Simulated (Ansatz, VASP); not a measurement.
Ge4P: VASP beside Ansatz

```xyz
5
Lattice="1.8723 1.0810 7.9523 -1.8723 1.0810 7.9523 0.0000 -2.1619 7.9523" Properties=species:S:1:pos:R:3 pbc="T T T"
Ge    0.0000    0.0000   14.4650
Ge    0.0000    0.0000    4.6743
Ge    0.0000    0.0000   19.1826
Ge    0.0000    0.0000    9.3920
P     0.0000    0.0000    0.0000
```

Change from the starting cell: species swapped into the HgPb4 type (R-3m, No. 166).

Alike in both runs: functional PBE; k mesh 12 × 12 × 12; occupations gaussian, width 0.1 eV; no spin polarisation.

Ansatz relaxed the structure, and its values are those at the end. VASP's run is a single point on that final structure, the one shown.

|  | VASP | Ansatz |
| --- | --- | --- |
| version | VASP 6.6.1 | Ansatz 0.2.0 |
| potentials or method | VASP PAW PBE potentials, release 64 (Ge_d, P), cutoff 520 eV | scalar-relativistic, plane waves, PAW |
| valence electrons in the cell | 61 | 61 |

|  | VASP | Ansatz | Ansatz less VASP |
| --- | --- | --- | --- |
| gap on the k mesh at the Fermi level (eV) | none | none | - |
| pressure (GPa) | 0.0 | 0.0 | -0.04 |

A gap of «none» marks a metal or a gap that the smearing closes.
